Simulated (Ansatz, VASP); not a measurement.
**One calculation of Hf, two programs**

```
CELL_PARAMETERS angstrom
0.00000 2.22000 2.22000
2.22000 0.00000 2.22000
2.22000 2.22000 0.00000
ATOMIC_POSITIONS crystal
Hf 0.00000 0.00000 0.00000
```

Alike in both runs: task relaxation of cell and atoms; functional PBE; k mesh 16 × 16 × 16; no spin polarisation.

```csv
,VASP,Ansatz
version,VASP 6.6.1,Ansatz 0.2.0
potentials or method,"VASP PAW PBE potentials, release 64 (Hf_pv), cutoff 500 eV","scalar-relativistic, plane waves, PAW"
occupations,"methfessel-paxton of order 1, width 0.1 eV","cold, width 0.005 eV"
valence electrons in the cell,10,26
```

Ansatz gave:

* gap on the k mesh at the Fermi level, each at its own relaxed structure (eV): none
* relaxed volume (Å³/atom): 22.57
* relaxed cell length with the largest relative difference (Å): 3.172

Q: What did VASP give for the same quantities?

A: gap on the k mesh at the Fermi level, each at its own relaxed structure (eV): none; relaxed volume (Å³/atom): 22.45; relaxed cell length with the largest relative difference (Å): 3.166.

A gap of «none» marks a metal or a gap that the smearing closes. VASP's potentials hold 10 valence electrons a cell and Ansatz's 26, so a difference there can come from the potentials and not from the codes.

Neither program's run includes spin-orbit coupling.
